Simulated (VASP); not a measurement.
# CaF (Fm-3m) in VASP: a series of runs

The runs below take CaF through single point, relaxation of cell and atoms, with PBE.

All numbers are computed with VASP 6.6.1; they aren't measurements. Logs are shortened: lines on timing, memory, paths and dates and some standing lists are left out, and cuts for length are marked.

## 1. The cell of the first run

The structure is cubic, space group Fm-3m (No. 225). The conventional cell has a = 5.383 Å, b = 5.383 Å, c = 5.383 Å, α = 90.00°, β = 90.00°, γ = 90.00°. Within 3.5 Å of Ca (site symmetry m-3m) lie 6 F at 2.69 Å. Within 3.5 Å of F (site symmetry m-3m) lie 6 Ca at 2.69 Å.

## 2. Single point, PBE

The input, INCAR:

```
SYSTEM = CaF
PREC = Accurate
ENCUT = 600
EDIFF = 1E-6
ISMEAR = 0
SIGMA = 0.1
LREAL = .FALSE.
LASPH = .TRUE.
NELM = 120
ALGO = Normal
ISIF = 2
LWAVE = .FALSE.
LCHARG = .FALSE.
GGA = PE
NBANDS = 16
GGA_COMPAT = .FALSE.
```

The input, KPOINTS:

```
regular mesh
0
G
  6 6 6
  0 0 0
```

The input, POSCAR:

```
CaF
1.0
    0.0000000000      2.6916516700      2.6916516700
    2.6916516700      0.0000000000      2.6916516700
    2.6916516700      2.6916516700      0.0000000000
Ca F
1 1
Direct
    0.5000000000      0.5000000000      0.5000000000
    0.0000000000      0.0000000000      0.0000000000
```

Potentials or basis: VASP PAW PBE potentials, release 64 (Ca_sv, F).

Command:

```bash
$ cat potpaw_PBE.64/Ca_sv/POTCAR potpaw_PBE.64/F/POTCAR > POTCAR
$ mpirun -np 1 vasp_std > vasp.out
```

OUTCAR:

```text
SYSTEM = CaF
   PREC = Accurate
   ENCUT = 600
   EDIFF = 1E-6
   ISMEAR = 0
   LREAL = .FALSE.
   LASPH = .TRUE.
   NELM = 120
   ISIF = 2
   GGA = PE

 ion  position               nearest neighbor table
   1  0.500  0.500  0.500-
   2  0.000  0.000  0.000-

  LATTYP: Found a face centered cubic cell.
 ALAT       =     5.3833033400

  Lattice vectors:

 A1 = (   0.0000000000,   2.6916516700,   2.6916516700)
 A2 = (   2.6916516700,   0.0000000000,   2.6916516700)
 A3 = (   2.6916516700,   2.6916516700,   0.0000000000)

Analysis of symmetry for initial positions (statically):
=====================================================================
 Subroutine PRICEL returns:
 Original cell was already a primitive cell.

 Routine SETGRP: Setting up the symmetry group for a
 face centered cubic supercell.

 Subroutine GETGRP returns: Found 48 space group operations
 (whereof 48 operations were pure point group operations)
 out of a pool of 48 trial point group operations.

The static configuration has the point symmetry O_h .

Analysis of symmetry for dynamics (positions and initial velocities):
=====================================================================
 Subroutine PRICEL returns:
 Original cell was already a primitive cell.

 Routine SETGRP: Setting up the symmetry group for a
 face centered cubic supercell.

 Subroutine GETGRP returns: Found 48 space group operations
 (whereof 48 operations were pure point group operations)
 out of a pool of 48 trial point group operations.

The dynamic configuration has the point symmetry O_h .

 Subroutine INISYM returns: Found 48 space group operations
 (whereof 48 operations are pure point group operations),
 and found     1 'primitive' translations

----------------------------------------------------------------------------------------

                                     Primitive cell

  volume of cell :      39.0020

  direct lattice vectors                    reciprocal lattice vectors
     0.000000000  2.691651670  2.691651670    -0.185759549  0.185759549  0.185759549
     2.691651670  0.000000000  2.691651670     0.185759549 -0.185759549  0.185759549
     2.691651670  2.691651670  0.000000000     0.185759549  0.185759549 -0.185759549

  length of vectors
     3.806570297  3.806570297  3.806570297     0.321744977  0.321744977  0.321744977

  position of ions in fractional coordinates (direct lattice)
[... 68 lines left out ...]
   ENCUT  =  600.0 eV  44.10 Ry    6.64 a.u.   7.60  7.60  7.60*2*pi/ulx,y,z
   NELM   =    120;   NELMIN=  2; NELMDL= -5     # of ELM steps
   EDIFF  = 0.1E-05   stopping-criterion for ELM
   LREAL  =      F    real-space projection
   EDIFFG = 0.1E-04   stopping-criterion for IOM
   NSW    =      0    number of steps for IOM
   IBRION =     -1    ionic relax: 0-MD 1-quasi-New 2-CG
   NFREE  =      0    steps in history (QN), initial steepest desc. (CG)
   ISIF   =      2    stress and relaxation
   ISYM   =      2    0-nonsym 1-usesym 2-fastsym
   POTIM  = 0.5000    time-step for ionic-motion
   TEBEG  =    0.0;   TEEND  =   0.0 temperature during run
   PSTRESS=    0.0 pullay stress
   NELECT =      17.0000    total number of electrons
   NUPDOWN=      -1.0000    fix difference up-down
   EMIN   =  10.00;   EMAX   =-10.00  energy-range for DOS
   EFERMI =   0.00;   METHOD = LEGACY
   ISMEAR =     0;   SIGMA  =   0.10  broadening in eV -4-tet -1-fermi 0-gaus
   EFERMI_NEDOS =   21; number of points for ismear=-14 and -15
   IALGO  =     38    algorithm
   IMIX   =      4    mixing-type and parameters
     AMIX     =   0.40;   BMIX     =  1.00
     AMIX_MAG =   1.60;   BMIX_MAG =  1.00
  volume/ion in A,a.u.               =      19.50       131.60
  Fermi-wavevector in a.u.,A,eV,Ry     =   1.241259  2.345639 20.962809  1.540723
  Thomas-Fermi vector in A             =   2.375664
   LORBIT       =      0    0 simple, 1 ext, 2 COOP (PROOUT), +10 PAW based schemes
   GGA     = PE    functional components
   LHFCALC =     F    Hartree Fock is set to
   AEXX    =    0.0000 exact exchange contribution
   IVDW    =     0    specifies the selected vdW correction
   LEPSILON=     F    determine dielectric tensor
   LRPA    =     F    only Hartree local field effects (RPA)
 non-spin polarized calculation
 Gauss-broadening in eV      SIGMA  =   0.10
  energy-cutoff  :      600.00
  volume of cell :       39.00
 maximum number of plane-waves:      1315
   NGX = 15   NGY = 15   NGZ = 15

 number of electron      16.9999992 magnetization

 Free energy of the ion-electron system (eV)
  ---------------------------------------------------
  ext. energy  EPLUGINS =         0.00000000
  ---------------------------------------------------
  free energy    TOTEN  =        -8.36293398 eV

  energy without entropy =       -8.35692031  energy(sigma->0) =       -8.35992714

 E-fermi :   4.7708     XC(G=0):  -9.0485

 val. band max:        4.7467582690   @ k =  -0.3333   0.5000   0.1667
 cond. band min:       4.8599798659   @ k =  -0.3333   0.1667   0.0000
 fundamental gap:      0.1132215968
 Fermi energy:         4.7708429310

 k-point     1 :       0.0000    0.0000    0.0000
  band No.  band energies     occupation
      1     -38.0549      2.00000
      2     -21.0848      2.00000
      3     -18.9762      2.00000
      4     -18.9762      2.00000
      5     -18.9762      2.00000
      6      -2.4371      2.00000
[... 281 lines left out ...]
      3     -19.1355      2.00000
      4     -19.0779      2.00000
      5     -18.9826      2.00000
      6      -2.9396      2.00000
[... 8 lines left out ...]
     15       9.9431      0.00000
     16      11.5947      0.00000

------------------------ aborting loop because EDIFF is reached ----------------------------------------

  FORCE on cell =-STRESS in cart. coord.  units (eV):
  Direction    XX          YY          ZZ          XY          YZ          ZX
  --------------------------------------------------------------------------------------
  -------------------------------------------------------------------------------------
  Total       -0.4515634     -0.4515634     -0.4515634      0.0000000      0.0000000      0.0000000
  in kB      -18.5499503    -18.5499503    -18.5499503      0.0000000      0.0000000      0.0000000
  external PRESSURE =     -18.5499503 kB  Pullay stress =       0.0000000 kB

 VOLUME and BASIS-vectors are now :
 -----------------------------------------------------------------------------
  energy-cutoff  :      600.00
  volume of cell :       39.00
      direct lattice vectors                 reciprocal lattice vectors
     0.000000000  2.691651670  2.691651670    -0.185759549  0.185759549  0.185759549
     2.691651670  0.000000000  2.691651670     0.185759549 -0.185759549  0.185759549
     2.691651670  2.691651670  0.000000000     0.185759549  0.185759549 -0.185759549

 POSITION                                       TOTAL-FORCE (eV/Angst)
 -----------------------------------------------------------------------------------
      2.69165      2.69165      2.69165        -0.000000     -0.000000     -0.000000
      0.00000      0.00000      0.00000         0.000000      0.000000      0.000000
 -----------------------------------------------------------------------------------
    total drift:                                0.000000      0.000000      0.000000

  FREE ENERGIE OF THE ION-ELECTRON SYSTEM (eV)
  ---------------------------------------------------
  free  energy   TOTEN  =        -8.3629339785 eV

  energy  without entropy=       -8.3569203115  energy(sigma->0) =       -8.35992714
```

stdout:

```text
POSCAR found type information on POSCAR CaF
 POSCAR found :  2 types and       2 ions
 scaLAPACK will be used
 LDA part: xc-table for (Slater+PW92), standard interpolation
 POSCAR, INCAR and KPOINTS ok, starting setup
 FFT: planning ... GRIDC
 FFT: planning ... GRID_SOFT
 FFT: planning ... GRID
 WAVECAR not read
 entering main loop
```

Run time: 16 s. Hardware: 1 thread of Intel Xeon Platinum 8488C (Sapphire Rapids), shared host; peak memory 0.17 GiB.

Results:

```
Free energy : -8.3629 eV
Pressure    : -1.9 GPa
```

Caveat: an odd number of electrons without spin polarisation forces a metal; a magnetic or distorted state may lie lower.

## 3. Single point, PBE, collinear spin, ferromagnetic start

The input, INCAR:

```
SYSTEM = CaF
PREC = Accurate
ENCUT = 600
EDIFF = 1E-6
ISMEAR = 0
SIGMA = 0.1
LREAL = .False.
LASPH = .True.
NELM = 200
ALGO = Normal
ISIF = 2
LWAVE = .False.
LCHARG = .False.
ISPIN = 2
MAGMOM = 0 1
LORBIT = 11
GGA = PE
NBANDS = 20
GGA_COMPAT = .False.
```

The input, KPOINTS:

```
Automatic mesh
0
Gamma
  6 6 6
  0 0 0
```

POSCAR is that of step 2.

Potentials or basis: VASP PAW PBE potentials, release 64 (Ca_sv, F).

Command:

```bash
$ cat potpaw_PBE.64/Ca_sv/POTCAR potpaw_PBE.64/F/POTCAR > POTCAR
$ mpirun -np 1 vasp_std > vasp.out
```

OUTCAR:

```text
SYSTEM = CaF
   PREC = Accurate
   ENCUT = 600
   EDIFF = 1E-6
   ISMEAR = 0
   LREAL = .False.
   LASPH = .True.
   NELM = 200
   ISIF = 2
   ISPIN = 2
   LORBIT = 11
   GGA = PE

 ion  position               nearest neighbor table
   1  0.500  0.500  0.500-
   2  0.000  0.000  0.000-

  LATTYP: Found a face centered cubic cell.
 ALAT       =     5.3833033400

  Lattice vectors:

 A1 = (   0.0000000000,   2.6916516700,   2.6916516700)
 A2 = (   2.6916516700,   0.0000000000,   2.6916516700)
 A3 = (   2.6916516700,   2.6916516700,   0.0000000000)

Analysis of symmetry for initial positions (statically):
=====================================================================
 Subroutine PRICEL returns:
 Original cell was already a primitive cell.

 Routine SETGRP: Setting up the symmetry group for a
 face centered cubic supercell.

 Subroutine GETGRP returns: Found 48 space group operations
 (whereof 48 operations were pure point group operations)
 out of a pool of 48 trial point group operations.

The static configuration has the point symmetry O_h .

Analysis of symmetry for dynamics (positions and initial velocities):
=====================================================================
 Subroutine PRICEL returns:
 Original cell was already a primitive cell.

 Routine SETGRP: Setting up the symmetry group for a
 face centered cubic supercell.

 Subroutine GETGRP returns: Found 48 space group operations
 (whereof 48 operations were pure point group operations)
 out of a pool of 48 trial point group operations.

The dynamic configuration has the point symmetry O_h .

Analysis of structural, dynamic, and magnetic symmetry:
=====================================================================
 Subroutine PRICEL returns:
 Original cell was already a primitive cell.

 Routine SETGRP: Setting up the symmetry group for a
 face centered cubic supercell.

 Subroutine GETGRP returns: Found 48 space group operations
 (whereof 48 operations were pure point group operations)
 out of a pool of 48 trial point group operations.

The overall configuration has the point symmetry O_h .

 Subroutine INISYM returns: Found 48 space group operations
 (whereof 48 operations are pure point group operations),
 and found     1 'primitive' translations

----------------------------------------------------------------------------------------

                                     Primitive cell

  volume of cell :      39.0020

  direct lattice vectors                    reciprocal lattice vectors
     0.000000000  2.691651670  2.691651670    -0.185759549  0.185759549  0.185759549
     2.691651670  0.000000000  2.691651670     0.185759549 -0.185759549  0.185759549
     2.691651670  2.691651670  0.000000000     0.185759549  0.185759549 -0.185759549

  length of vectors
     3.806570297  3.806570297  3.806570297     0.321744977  0.321744977  0.321744977

  position of ions in fractional coordinates (direct lattice)
     0.500000000  0.500000000  0.500000000
     0.000000000  0.000000000  0.000000000

  ion indices of the primitive-cell ions
   primitive index   ion index
                 1           1
                 2           2

[... 55 lines left out ...]
   ICHARG =      2    charge: 1-file 2-atom 10-const
   ISPIN  =      2    spin polarized calculation?
   LNONCOLLINEAR =      F non collinear calculations
   LSORBIT =      F    spin-orbit coupling
   LASPH  =      T    aspherical Exc in radial PAW
   ENCUT  =  600.0 eV  44.10 Ry    6.64 a.u.   7.60  7.60  7.60*2*pi/ulx,y,z
   NELM   =    200;   NELMIN=  2; NELMDL= -5     # of ELM steps
   EDIFF  = 0.1E-05   stopping-criterion for ELM
   LREAL  =      F    real-space projection
   EDIFFG = 0.1E-04   stopping-criterion for IOM
   NSW    =      0    number of steps for IOM
   IBRION =     -1    ionic relax: 0-MD 1-quasi-New 2-CG
   NFREE  =      0    steps in history (QN), initial steepest desc. (CG)
   ISIF   =      2    stress and relaxation
   ISYM   =      2    0-nonsym 1-usesym 2-fastsym
   POTIM  = 0.5000    time-step for ionic-motion
   TEBEG  =    0.0;   TEEND  =   0.0 temperature during run
   PSTRESS=    0.0 pullay stress
   NELECT =      17.0000    total number of electrons
   NUPDOWN=      -1.0000    fix difference up-down
   EMIN   =  10.00;   EMAX   =-10.00  energy-range for DOS
   EFERMI =   0.00;   METHOD = LEGACY
   ISMEAR =     0;   SIGMA  =   0.10  broadening in eV -4-tet -1-fermi 0-gaus
   EFERMI_NEDOS =   21; number of points for ismear=-14 and -15
   IALGO  =     38    algorithm
   IMIX   =      4    mixing-type and parameters
     AMIX     =   0.40;   BMIX     =  1.00
     AMIX_MAG =   1.60;   BMIX_MAG =  1.00
  volume/ion in A,a.u.               =      19.50       131.60
  Fermi-wavevector in a.u.,A,eV,Ry     =   1.241259  2.345639 20.962809  1.540723
  Thomas-Fermi vector in A             =   2.375664
   LORBIT       =     11    0 simple, 1 ext, 2 COOP (PROOUT), +10 PAW based schemes
   GGA     = PE    functional components
   LHFCALC =     F    Hartree Fock is set to
   AEXX    =    0.0000 exact exchange contribution
   IVDW    =     0    specifies the selected vdW correction
   LEPSILON=     F    determine dielectric tensor
   LRPA    =     F    only Hartree local field effects (RPA)
 spin polarized calculation
 Gauss-broadening in eV      SIGMA  =   0.10
  energy-cutoff  :      600.00
  volume of cell :       39.00
 maximum number of plane-waves:      1315
   NGX = 15   NGY = 15   NGZ = 15

 number of electron      16.9999992 magnetization       0.0013886

 number of electron      16.9999992 magnetization      -0.0000700

 Free energy of the ion-electron system (eV)
  ---------------------------------------------------
  ext. energy  EPLUGINS =         0.00000000
  ---------------------------------------------------
  free energy    TOTEN  =        -8.36293405 eV

  energy without entropy =       -8.35691935  energy(sigma->0) =       -8.35992670

 E-fermi :   4.7708     XC(G=0):  -9.0485

 val. band max:        4.7467700291   @ k =  -0.3333   0.5000   0.1667
 cond. band min:       4.8599240958   @ k =  -0.3333   0.1667   0.0000
 fundamental gap:      0.1131540667
 Fermi energy:         4.7708128283

 spin component 1

 k-point     1 :       0.0000    0.0000    0.0000
  band No.  band energies     occupation
      1     -38.0549      1.00000
      2     -21.0848      1.00000
      3     -18.9761      1.00000
      4     -18.9761      1.00000
      5     -18.9761      1.00000
      6      -2.4371      1.00000
[... 344 lines left out ...]
      6      -2.9396      1.00000
[... 12 lines left out ...]
     19      19.4320      0.00000
     20      21.7308      0.00000
 Fermi energy:         4.7708128283

 spin component 2

 k-point     1 :       0.0000    0.0000    0.0000
  band No.  band energies     occupation
      1     -38.0549      1.00000
      2     -21.0849      1.00000
      3     -18.9761      1.00000
      4     -18.9761      1.00000
      5     -18.9761      1.00000
      6      -2.4372      1.00000
[... 357 lines left out ...]
     19      19.4320      0.00000
     20      21.7307      0.00000

------------------------ aborting loop because EDIFF is reached ----------------------------------------

  FORCE on cell =-STRESS in cart. coord.  units (eV):
  Direction    XX          YY          ZZ          XY          YZ          ZX
  --------------------------------------------------------------------------------------
  -------------------------------------------------------------------------------------
  Total       -0.4533007     -0.4533007     -0.4533007      0.0000000      0.0000000     -0.0000000
  in kB      -18.6213169    -18.6213169    -18.6213169      0.0000000      0.0000000     -0.0000000
  external PRESSURE =     -18.6213169 kB  Pullay stress =       0.0000000 kB

 VOLUME and BASIS-vectors are now :
 -----------------------------------------------------------------------------
  energy-cutoff  :      600.00
  volume of cell :       39.00
      direct lattice vectors                 reciprocal lattice vectors
     0.000000000  2.691651670  2.691651670    -0.185759549  0.185759549  0.185759549
     2.691651670  0.000000000  2.691651670     0.185759549 -0.185759549  0.185759549
     2.691651670  2.691651670  0.000000000     0.185759549  0.185759549 -0.185759549

 POSITION                                       TOTAL-FORCE (eV/Angst)
 -----------------------------------------------------------------------------------
      2.69165      2.69165      2.69165        -0.000000      0.000000     -0.000000
      0.00000      0.00000      0.00000         0.000000     -0.000000      0.000000
 -----------------------------------------------------------------------------------
    total drift:                                0.000000      0.000000      0.000000

  FREE ENERGIE OF THE ION-ELECTRON SYSTEM (eV)
  ---------------------------------------------------
  free  energy   TOTEN  =        -8.3629340465 eV

  energy  without entropy=       -8.3569193503  energy(sigma->0) =       -8.35992670

 total charge

# of ion       s       p       d       tot
------------------------------------------
    1        2.058   5.821   0.247   8.126
    2        1.747   4.291   0.000   6.038
--------------------------------------------------
tot          3.805  10.112   0.247  14.164

 magnetization (x)

# of ion       s       p       d       tot
------------------------------------------
    1        0.000  -0.000   0.000   0.000
    2        0.000   0.000   0.000   0.000
--------------------------------------------------
tot          0.000   0.000   0.000   0.000
```

It took 36 s on 1 thread of Intel Xeon Platinum 8488C (Sapphire Rapids), shared host; peak memory 0.19 GiB.

Results:

- Free energy: -8.3629 eV
- Pressure: -1.9 GPa
- Net moment: 0.00 μB per cell
- Valence electrons inside the program's atomic spheres: Ca 8.13; F 6.04

Levels at points of the mesh, in eV from the Fermi level:
Spin up:
```csv
k point,band 6,band 7,band 8,band 9,band 10,band 11,band 12,band 13
"(0.00, 0.00, 0.00)",-7.21,-7.21,-7.21,-2.88,1.31,1.31,1.31,2.44
"(0.50, 0.00, 0.00)",-8.17,-7.53,-7.53,0.20,1.24,2.33,2.33,3.67
"(0.50, 0.50, 0.00)",-7.79,-7.38,-7.38,-0.64,1.14,2.62,3.22,3.54
```
Spin down:
```csv
k point,band 5,band 6,band 7,band 8,band 9,band 10,band 11,band 12,band 13,band 14
"(0.00, 0.00, 0.00)",-23.75,-7.21,-7.21,-7.21,-2.88,1.31,1.31,1.31,2.44,2.44
"(0.50, 0.00, 0.00)",-23.69,-8.17,-7.53,-7.53,0.20,1.24,2.33,2.33,3.67,3.67
"(0.50, 0.50, 0.00)",-23.82,-7.79,-7.38,-7.38,-0.64,1.14,2.62,3.22,3.54,3.54
```

(Continued in part 2 of 2.)
